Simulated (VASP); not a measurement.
Crystal: Zn3CdSe4.

```xyz
8
Lattice="5.7811 0.0000 0.0000 0.0000 5.7811 0.0000 0.0000 0.0000 5.7811" Properties=species:S:1:pos:R:3 pbc="T T T"
Zn    0.0000    2.8906    2.8906
Zn    2.8906    2.8906    0.0000
Zn    2.8906    0.0000    2.8906
Cd    0.0000    0.0000    0.0000
Se    4.2693    4.2693    1.5118
Se    4.2693    1.5118    4.2693
Se    1.5118    4.2693    4.2693
Se    1.5118    1.5118    1.5118
```

| Item | Value |
| --- | --- |
| Program | VASP 6.6.1 |
| Task | relaxation of cell and atoms |
| Functional | LDA |
| Potentials or basis | VASP PAW LDA potentials, release 64 (Zn, Cd, Se) |
| Cutoff | 600 eV |
| k mesh | 4 × 4 × 4 |
| Occupations | gaussian, width 0.02 eV |
| Spin | no spin polarisation |

At the start: pressure -3.0 GPa; volume 24.15 Å³/atom.

Problem. How do energy, volume and symmetry change on relaxing?

Solution. Over 3 steps the energy falls by 11.2 meV/atom and the volume is 23.00 Å³/atom (-4.8 %); space group P-43m (No. 215, to 0.05 Å).

The path:
| step | energy change (eV) | largest force (eV/Å) | pressure (GPa) | volume (Å³) |
| --- | --- | --- | --- | --- |
| 1 | 0.0000 | 0.0288 | -2.96 | 193.21 |
| 2 | -0.0786 | 0.0332 | 1.16 | 180.99 |
| 3 | -0.0893 | 0.0161 | -0.01 | 183.99 |

Final structure:
```yaml
crystal:
  lattice:
    - [5.68759, 0.00000, 0.00000]
    - [0.00000, 5.68759, 0.00000]
    - [0.00000, 0.00000, 5.68759]
  atoms:
    - { symbol: Zn, position: [0.00000, 0.50000, 0.50000] }
    - { symbol: Zn, position: [0.50000, 0.50000, 0.00000] }
    - { symbol: Zn, position: [0.50000, 0.00000, 0.50000] }
    - { symbol: Cd, position: [0.00000, 0.00000, 0.00000] }
    - { symbol: Se, position: [0.73860, 0.73860, 0.26140] }
    - { symbol: Se, position: [0.73860, 0.26140, 0.73860] }
    - { symbol: Se, position: [0.26140, 0.73860, 0.73860] }
    - { symbol: Se, position: [0.26140, 0.26140, 0.26140] }
```
